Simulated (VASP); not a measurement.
## Ru: single point with PBEsol

System: Ru, a wire with vacuum.

```
CELL_PARAMETERS angstrom
13.00000 0.00000 0.00000
0.00000 13.20000 0.00000
0.00000 0.00000 4.12939
ATOMIC_POSITIONS crystal
Ru 0.51391 0.39690 0.25000
Ru 0.41568 0.56260 0.25000
Ru 0.60534 0.56056 0.25000
Ru 0.39466 0.43944 0.75000
Ru 0.58432 0.43740 0.75000
Ru 0.48609 0.60310 0.75000
```

```json
{
  "Program": "VASP 6.6.1",
  "Task": "single point",
  "Functional": "PBEsol",
  "Potentials or basis": "VASP PAW PBE potentials, release 64 (Ru_sv)",
  "Cutoff": "420 eV",
  "k mesh": "1 × 1 × 13",
  "Occupations": "gaussian, width 0.05 eV",
  "Spin": "no spin polarisation",
  "Dipole correction": "no",
  "Further INCAR settings": "ALGO = Normal; EDIFF = 1e-06; NBANDS = 57"
}
```

| Item | Value |
| --- | --- |
| Band gap on the k mesh | zero (bands 48 and 49 overlap by 0.23 eV) |

Forces on the atoms (eV/Å):
```
Ru   0.002  0.001  0.000
Ru   0.002 -0.001  0.000
Ru   0.000  0.001  0.000
Ru   0.000 -0.001  0.000
Ru  -0.002  0.001  0.000
Ru  -0.002 -0.001  0.000
```

Levels at points of the mesh, in eV from the Fermi level:
```
           k point  band 44  band 45  band 46  band 47  band 48  band 49  band 50  band 51  band 52  band 53
(0.00, 0.00, 0.00)    -0.94    -0.80    -0.69    -0.40    -0.24     0.02     0.06     0.19     0.29     0.36
```

It took 4 min on 1 thread of Intel(R) Xeon(R) Platinum 8488C (Sapphire Rapids), with other jobs on the host, peak memory 0.52 GiB.

Caveat: the PAW data sets were made with another functional, which shifts forces and pressure a little.
